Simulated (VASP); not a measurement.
# Ag (P6_3/mmc) in VASP: a series of runs

Runs on Ag. Level: r2SCAN. Tasks: single point.

Program: VASP 6.6.1. These are calculated values, not measurements. Logs are shortened: lines on timing, memory, paths and dates and some standing lists are left out, and cuts for length are marked.

**1. The cell of the first run**

It takes space group P6_3/mmc (No. 194, hexagonal). Conventional cell: a = 2.991 Å, b = 2.991 Å, c = 4.837 Å, α = 90.00°, β = 90.00°, γ = 120.00°. Within 3.9 Å of Ag (site symmetry -6m2) lie 12 Ag at 2.97 to 2.99 Å.

**2. Single point, r2SCAN (volume scaled by 1.08)**

POSCAR

```
Ag
1.0
    2.9909851043      0.0000000000      0.0000000000
   -1.4954925522      2.5902690827      0.0000000000
    0.0000000000      0.0000000000      4.8370646749
Ag
2
Direct
    0.3333333333      0.6666666667      0.2500000000
    0.6666666667      0.3333333333      0.7500000000
```

INCAR.step1

```
SYSTEM = Ag
  PREC = Accurate
  ENCUT = 520
  ISMEAR = -1
  SIGMA = 0.1
  LREAL = .FALSE.
  LASPH = .TRUE.
  NELM = 80
  NBANDS = 18
  GGA = PE
  ALGO = Normal
  EDIFF = 1E-4
  LWAVE = .TRUE.
  LCHARG = .FALSE.
```

INCAR.step2

```
SYSTEM = Ag
  PREC = Accurate
  ENCUT = 520
  EDIFF = 1E-6
  ISMEAR = -1
  SIGMA = 0.1
  LREAL = .FALSE.
  LASPH = .TRUE.
  NELM = 80
  ALGO = Normal
  ISIF = 2
  LWAVE = .FALSE.
  LCHARG = .FALSE.
  METAGGA = R2SCAN
  LMIXTAU = .TRUE.
  NBANDS = 18
  ISTART = 1
```

KPOINTS

```
Automatic mesh
0
G
  14 14 8
  0 0 0
```

Potentials or basis: VASP PAW PBE potentials, release 64 (Ag).

Run with:

```sh
$ cat potpaw_PBE.64/Ag/POTCAR > POTCAR
$ cp INCAR.step1 INCAR
$ mpirun -np 1 vasp_std > vasp.out
$ cp INCAR.step2 INCAR
$ mpirun -np 1 vasp_std > vasp.out
```

OUTCAR:

```text
SYSTEM = Ag
   PREC = Accurate
   ENCUT = 520
   EDIFF = 1E-6
   ISMEAR = -1
   LREAL = .FALSE.
   LASPH = .TRUE.
   NELM = 80
   ISIF = 2
   METAGGA = R2SCAN
   ISTART = 1

 ion  position               nearest neighbor table
   1  0.333  0.667  0.250-   2 2.97   2 2.97   2 2.97   2 2.97   2 2.97   2 2.97
   2  0.667  0.333  0.750-   1 2.97   1 2.97   1 2.97   1 2.97   1 2.97   1 2.97

  LATTYP: Found a hexagonal cell.
 ALAT       =     2.9909851043
 C/A-ratio  =     1.6172145652

  Lattice vectors:

 A1 = (   2.9909851043,   0.0000000000,   0.0000000000)
 A2 = (  -1.4954925522,   2.5902690827,   0.0000000000)
 A3 = (   0.0000000000,   0.0000000000,   4.8370646749)

Analysis of symmetry for initial positions (statically):
=====================================================================
 Subroutine PRICEL returns:
 Original cell was already a primitive cell.

 Routine SETGRP: Setting up the symmetry group for a
 hexagonal supercell.

 Subroutine GETGRP returns: Found 24 space group operations
 (whereof 12 operations were pure point group operations)
 out of a pool of 24 trial point group operations.

The static configuration has the point symmetry D_3d.
 The point group associated with its full space group is D_6h.

Analysis of symmetry for dynamics (positions and initial velocities):
=====================================================================
 Subroutine PRICEL returns:
 Original cell was already a primitive cell.

 Routine SETGRP: Setting up the symmetry group for a
 hexagonal supercell.

 Subroutine GETGRP returns: Found 24 space group operations
 (whereof 12 operations were pure point group operations)
 out of a pool of 24 trial point group operations.

The dynamic configuration has the point symmetry D_3d.
 The point group associated with its full space group is D_6h.

 Subroutine INISYM returns: Found 24 space group operations
 (whereof 12 operations are pure point group operations),
 and found     1 'primitive' translations

----------------------------------------------------------------------------------------

                                     Primitive cell

  volume of cell :      37.4749

  direct lattice vectors                    reciprocal lattice vectors
     2.990985104  0.000000000  0.000000000     0.334338007  0.193030139  0.000000000
    -1.495492552  2.590269083  0.000000000     0.000000000  0.386060277  0.000000000
     0.000000000  0.000000000  4.837064675     0.000000000  0.000000000  0.206736950

  length of vectors
     2.990985104  2.990985104  4.837064675     0.386060277  0.386060277  0.206736950

  position of ions in fractional coordinates (direct lattice)
     0.333333333  0.666666667  0.250000000
     0.666666667  0.333333333  0.750000000

  ion indices of the primitive-cell ions
   primitive index   ion index
                 1           1
                 2           2

----------------------------------------------------------------------------------------

 KPOINTS: Automatic mesh

Automatic generation of k-mesh.
 Grid dimensions read from file:
 generate k-points for:   14   14    8

 Generating k-lattice:

  Cartesian coordinates                     Fractional coordinates (reciprocal lattice)
     0.023881286  0.013787867  0.000000000     0.071428571  0.000000000  0.000000000
     0.000000000  0.027575734  0.000000000     0.000000000  0.071428571  0.000000000
     0.000000000  0.000000000  0.025842119     0.000000000  0.000000000  0.125000000

  Length of vectors
     0.027575734  0.027575734  0.025842119

  Shift w.r.t. Gamma in fractional coordinates (k-lattice)
     0.000000000  0.000000000  0.000000000

 Subroutine IBZKPT returns following result:
 ===========================================

 Found    120 irreducible k-points:

 Following reciprocal coordinates:
            Coordinates               Weight
  0.000000  0.000000  0.000000      1.000000
  0.071429 -0.000000  0.000000      6.000000
  0.142857  0.000000  0.000000      6.000000
  0.214286  0.000000  0.000000      6.000000
  0.285714  0.000000  0.000000      6.000000
  0.357143  0.000000  0.000000      6.000000
[... 16 lines left out ...]
  0.285714  0.285714  0.000000      6.000000
  0.357143  0.285714  0.000000      6.000000
 [... further k-points ...]
   k-points           NKPTS =    120   k-points in BZ     NKDIM =    120   number of bands    NBANDS=     18
   number of dos      NEDOS =    301   number of ions     NIONS =      2
   total plane-waves  NPLWV =  20736
   dimension x,y,z NGX =    24 NGY =   24 NGZ =   36
   dimension x,y,z NGXF=    48 NGYF=   48 NGZF=   72
   ions per type =               2
   NGX,Y,Z   is equivalent  to a cutoff of  13.34, 13.34, 12.37 a.u.
   NGXF,Y,Z  is equivalent  to a cutoff of  26.68, 26.68, 24.75 a.u.
 SYSTEM =  Ag
   PREC   = accura    normal or accurate (medium, high low for compatibility)
   ISTART =      1    job   : 0-new  1-cont  2-samecut
   ICHARG =      0    charge: 1-file 2-atom 10-const
   ISPIN  =      1    spin polarized calculation?
   LNONCOLLINEAR =      F non collinear calculations
   LSORBIT =      F    spin-orbit coupling
   LASPH  =      T    aspherical Exc in radial PAW
   ENCUT  =  520.0 eV  38.22 Ry    6.18 a.u.   5.56  5.56  8.99*2*pi/ulx,y,z
   NELM   =     80;   NELMIN=  2; NELMDL=  0     # of ELM steps
   EDIFF  = 0.1E-05   stopping-criterion for ELM
   LREAL  =      F    real-space projection
   EDIFFG = 0.1E-04   stopping-criterion for IOM
   NSW    =      0    number of steps for IOM
   IBRION =     -1    ionic relax: 0-MD 1-quasi-New 2-CG
   NFREE  =      0    steps in history (QN), initial steepest desc. (CG)
   ISIF   =      2    stress and relaxation
   ISYM   =      2    0-nonsym 1-usesym 2-fastsym
   POTIM  = 0.5000    time-step for ionic-motion
   TEBEG  =    0.0;   TEEND  =   0.0 temperature during run
   PSTRESS=    0.0 pullay stress
   NELECT =      22.0000    total number of electrons
   NUPDOWN=      -1.0000    fix difference up-down
   EMIN   =  10.00;   EMAX   =-10.00  energy-range for DOS
   EFERMI =   0.00;   METHOD = LEGACY
   ISMEAR =    -1;   SIGMA  =   0.10  broadening in eV -4-tet -1-fermi 0-gaus
   EFERMI_NEDOS =   21; number of points for ismear=-14 and -15
   IALGO  =     38    algorithm
   IMIX   =      4    mixing-type and parameters
     AMIX     =   0.40;   BMIX     =  1.00
     AMIX_MAG =   1.60;   BMIX_MAG =  1.00
  volume/ion in A,a.u.               =      18.74       126.45
  Fermi-wavevector in a.u.,A,eV,Ry     =   1.370783  2.590404 25.565974  1.879046
  Thomas-Fermi vector in A             =   2.496538
   LORBIT       =      0    0 simple, 1 ext, 2 COOP (PROOUT), +10 PAW based schemes
   METAGGA = R2SCAN    functional components
   LHFCALC =     F    Hartree Fock is set to
   AEXX    =    0.0000 exact exchange contribution
   IVDW    =     0    specifies the selected vdW correction
   LEPSILON=     F    determine dielectric tensor
   LRPA    =     F    only Hartree local field effects (RPA)
 non-spin polarized calculation
  energy-cutoff  :      520.00
  volume of cell :       37.47
 maximum number of plane-waves:      1038
 NGX is ok and might be reduce to    24
   NGX = 11   NGY = 11   NGZ = 17

 number of electron      21.9999985 magnetization

 Free energy of the ion-electron system (eV)
  ---------------------------------------------------
  ext. energy  EPLUGINS =         0.00000000
  ---------------------------------------------------
  free energy    TOTEN  =       -42.65517740 eV

  energy without entropy =      -42.63790252  energy(sigma->0) =      -42.64653996

 E-fermi :   7.1961     XC(G=0): -12.3210

 val. band max:        7.1928074297   @ k =   0.0000   0.0000   0.0000
 cond. band min:       7.2001078362   @ k =   0.0714   0.0714   0.1250
 fundamental gap:      0.0073004065
 Fermi energy:         7.1961193173

 k-point     1 :       0.0000    0.0000    0.0000
  band No.  band energies     occupation
      1      -0.0671      2.00000
      2       1.0428      2.00000
      3       2.4131      2.00000
      4       2.4625      2.00000
      5       2.4625      2.00000
      6       2.6727      2.00000
[... 10 lines left out ...]
     17      25.2117      0.00000
     18      25.2276      0.00000

 k-point     2 :       0.0714   -0.0000    0.0000
  band No.  band energies     occupation
      1       0.0670      2.00000
      2       1.1135      2.00000
      3       2.3156      2.00000
      4       2.5274      2.00000
      5       2.5564      2.00000
      6       2.6522      2.00000
[... 10 lines left out ...]
     17      25.3447      0.00000
     18      25.8034      0.00000

 k-point     3 :       0.1429    0.0000    0.0000
  band No.  band energies     occupation
      1       0.4465      2.00000
      2       1.2885      2.00000
      3       2.1932      2.00000
      4       2.5728      2.00000
      5       2.6753      2.00000
      6       2.7137      2.00000
[... 10 lines left out ...]
     17      25.3790      0.00000
     18      25.7148      0.00000

 k-point     4 :       0.2143    0.0000    0.0000
  band No.  band energies     occupation
      1       0.9655      2.00000
      2       1.4290      2.00000
      3       2.1772      2.00000
      4       2.3256      2.00000
      5       2.5436      2.00000
      6       2.6698      2.00000
[... 375 lines left out ...]
      4       2.3173      2.00000
      5       2.5839      2.00000
      6       2.5951      2.00000
[... 10 lines left out ...]
     17      17.9585      0.00000
     18      20.3318      0.00000

 k-point    23 :       0.2857    0.2857    0.0000
  band No.  band energies     occupation
      1       1.4310      2.00000
      2       1.7839      2.00000
      3       1.8455      2.00000
      4       2.3198      2.00000
      5       2.3809      2.00000
      6       2.5692      2.00000
[... 10 lines left out ...]
     17      18.5162      0.00000
     18      18.6651      0.00000

 k-point    24 :       0.3571    0.2857    0.0000
  band No.  band energies     occupation
      1       1.4051      2.00000
      2       1.8223      2.00000
      3       1.8963      2.00000
      4       2.3365      2.00000
      5       2.3668      2.00000
      6       2.4847      2.00000
[... 10 lines left out ...]
     17      17.5269      0.00000
     18      18.4499      0.00000

 [... further k-points ...]

------------------------ aborting loop because EDIFF is reached ----------------------------------------

  FORCE on cell =-STRESS in cart. coord.  units (eV):
  Direction    XX          YY          ZZ          XY          YZ          ZX
  --------------------------------------------------------------------------------------
  -------------------------------------------------------------------------------------
  Total       -1.5171861     -1.5171861     -1.3984757      0.0000000      0.0000000      0.0000000
  in kB      -64.8646977    -64.8646977    -59.7894389      0.0000000      0.0000000      0.0000000
  external PRESSURE =     -63.1729448 kB  Pullay stress =       0.0000000 kB

 VOLUME and BASIS-vectors are now :
 -----------------------------------------------------------------------------
  energy-cutoff  :      520.00
  volume of cell :       37.47
      direct lattice vectors                 reciprocal lattice vectors
     2.990985104  0.000000000  0.000000000     0.334338007  0.193030139  0.000000000
    -1.495492552  2.590269083  0.000000000     0.000000000  0.386060277  0.000000000
     0.000000000  0.000000000  4.837064675     0.000000000  0.000000000  0.206736950

 POSITION                                       TOTAL-FORCE (eV/Angst)
 -----------------------------------------------------------------------------------
     -0.00000      1.72685      1.20927         0.000000     -0.000000      0.000000
      1.49549      0.86342      3.62780        -0.000000      0.000000      0.000000
 -----------------------------------------------------------------------------------
    total drift:                               -0.000000      0.000000     -0.000000

  FREE ENERGIE OF THE ION-ELECTRON SYSTEM (eV)
  ---------------------------------------------------
  free  energy   TOTEN  =       -42.6551774021 eV

  energy  without entropy=      -42.6379025174  energy(sigma->0) =      -42.64653996
```

Run time: 2.5 min. Hardware: 1 thread of Intel Xeon 6975P-C, shared host; peak memory 0.2 GiB.

What came out:

- Free energy: -42.6552 eV
- Pressure: -6.3 GPa
- Band gap on the k mesh: zero (band 11 reaches 10.77 eV, above the bottom of band 12 at 3.57 eV)

Caveat: the PAW data sets were made with another functional, which shifts forces and pressure a little.

**3. Single point, r2SCAN (volume scaled by 1.12)**

POSCAR

```
Ag
1.0
    3.0274641276      0.0000000000      0.0000000000
   -1.5137320638      2.6218608436      0.0000000000
    0.0000000000      0.0000000000      4.8960590827
Ag
2
Direct
    0.3333333333      0.6666666667      0.2500000000
    0.6666666667      0.3333333333      0.7500000000
```

INCAR.step1

```
PREC = Accurate
ENCUT = 520
ISMEAR = -1
SIGMA = 0.1
LREAL = False
LASPH = True
NELM = 80
NBANDS = 18
GGA = PE
ALGO = Normal
EDIFF = 1E-4
LWAVE = True
LCHARG = False
```

INCAR.step2

```
PREC = Accurate
ENCUT = 520
EDIFF = 1E-6
ISMEAR = -1
SIGMA = 0.1
LREAL = False
LASPH = True
NELM = 80
ALGO = Normal
ISIF = 2
LWAVE = False
LCHARG = True
METAGGA = R2SCAN
LMIXTAU = True
LELF = True
LVHAR = True
NBANDS = 18
ISTART = 1
```

KPOINTS

```
regular mesh
0
Gamma
  14 14 8
```

Potentials or basis: VASP PAW PBE potentials, release 64 (Ag).

Run with:

```sh
$ cat potpaw_PBE.64/Ag/POTCAR > POTCAR
$ cp INCAR.step1 INCAR
$ mpirun -np 1 vasp_std > vasp.out
$ cp INCAR.step2 INCAR
$ mpirun -np 1 vasp_std > vasp.out
```

OUTCAR:

```text
PREC = Accurate
   ENCUT = 520
   EDIFF = 1E-6
   ISMEAR = -1
   LREAL = False
   LASPH = True
   NELM = 80
   ISIF = 2
   METAGGA = R2SCAN
   ISTART = 1

 ion  position               nearest neighbor table
   1  0.333  0.667  0.250-   2 3.01   2 3.01   2 3.01   2 3.01   2 3.01   2 3.01
   2  0.667  0.333  0.750-   1 3.01   1 3.01   1 3.01   1 3.01   1 3.01   1 3.01

  LATTYP: Found a hexagonal cell.
 ALAT       =     3.0274641276
 C/A-ratio  =     1.6172145652

[... 693 lines left out ...]
 [... further k-points ...]

------------------------ aborting loop because EDIFF is reached ----------------------------------------

  FORCE on cell =-STRESS in cart. coord.  units (eV):
  Direction    XX          YY          ZZ          XY          YZ          ZX
  --------------------------------------------------------------------------------------
  -------------------------------------------------------------------------------------
  Total       -2.0737828     -2.0737828     -1.9765960      0.0000000      0.0000000      0.0000000
  in kB      -85.4945756    -85.4945756    -81.4879151      0.0000000      0.0000000      0.0000000
  external PRESSURE =     -84.1590221 kB  Pullay stress =       0.0000000 kB

 VOLUME and BASIS-vectors are now :
 -----------------------------------------------------------------------------
  energy-cutoff  :      520.00
  volume of cell :       38.86
      direct lattice vectors                 reciprocal lattice vectors
     3.027464128  0.000000000  0.000000000     0.330309446  0.190704248  0.000000000
    -1.513732064  2.621860844  0.000000000     0.000000000  0.381408496  0.000000000
     0.000000000  0.000000000  4.896059083     0.000000000  0.000000000  0.204245901

 POSITION                                       TOTAL-FORCE (eV/Angst)
 -----------------------------------------------------------------------------------
     -0.00000      1.74791      1.22401         0.000000     -0.000000      0.000000
      1.51373      0.87395      3.67204        -0.000000      0.000000      0.000000
 -----------------------------------------------------------------------------------
    total drift:                               -0.000000      0.000000     -0.000000

  FREE ENERGIE OF THE ION-ELECTRON SYSTEM (eV)
  ---------------------------------------------------
  free  energy   TOTEN  =       -42.5914749193 eV

  energy  without entropy=      -42.5740311463  energy(sigma->0) =      -42.58275303
```

OUTCAR.step1:

```text
PREC = Accurate
   ENCUT = 520
   ISMEAR = -1
   LREAL = False
   LASPH = True
[... 728 lines left out ...]
     -0.00000      1.74791      1.22401        -0.000000      0.000000      0.000000
      1.51373      0.87395      3.67204         0.000000     -0.000000      0.000000
 -----------------------------------------------------------------------------------
    total drift:                               -0.000000      0.000000     -0.000000

  FREE ENERGIE OF THE ION-ELECTRON SYSTEM (eV)
  ---------------------------------------------------
  free  energy   TOTEN  =        -5.3733618923 eV

  energy  without entropy=       -5.3548043568  energy(sigma->0) =       -5.36408312
```

Run time: 2.4 min. Hardware: 1 thread of Intel Xeon 6975P-C, shared host; peak memory 0.21 GiB.

What came out:

```
Free energy            : -42.5915 eV
Pressure               : -8.4 GPa
Band gap on the k mesh : zero (band 11 reaches 10.26 eV, above the bottom of band 12 at 3.16 eV)
```

Caveat: the PAW data sets were made with another functional, which shifts forces and pressure a little.

[end of part 1 of 2]
